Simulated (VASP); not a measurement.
A run of VASP 6.6.1:

The input INCAR:

```
SYSTEM = Pt
ALGO = Normal
EDIFF = 1E-6
ENCUT = 500
GGA = PE
GGA_COMPAT = .FALSE.
ISIF = 2
ISMEAR = 0
LASPH = .TRUE.
LCHARG = .TRUE.
LELF = .TRUE.
LREAL = .FALSE.
LVHAR = .TRUE.
LWAVE = .FALSE.
NBANDS = 17
NELM = 120
PREC = Accurate
SIGMA = 0.1
```

KPOINTS

```
k-points
0
G
  6 6 4
  0 0 0
```

The input POSCAR:

```
Pt
1.0
    2.7606656158      0.0000000000      0.0000000000
   -1.3803328079      2.3908065546      0.0000000000
    0.0000000000      0.0000000000      4.7921340000
Pt
2
Direct
    0.6666666700      0.3333333300      0.7500000000
    0.3333333300      0.6666666700      0.2500000000
```

Potentials or basis: VASP PAW PBE potentials, release 64 (Pt).

Run with:

```bash
$ cat potpaw_PBE.64/Pt/POTCAR > POTCAR
$ mpirun -np 1 vasp_std > vasp.out
```

Hardware: 1 thread of Intel Xeon 8259CL, on a shared host.

Estimate the wall time of this run.

It took 13 s on 1 thread of Intel Xeon 8259CL (shared host), peak memory 0.14 GiB. Counts: scf iterations 11, k points 21.
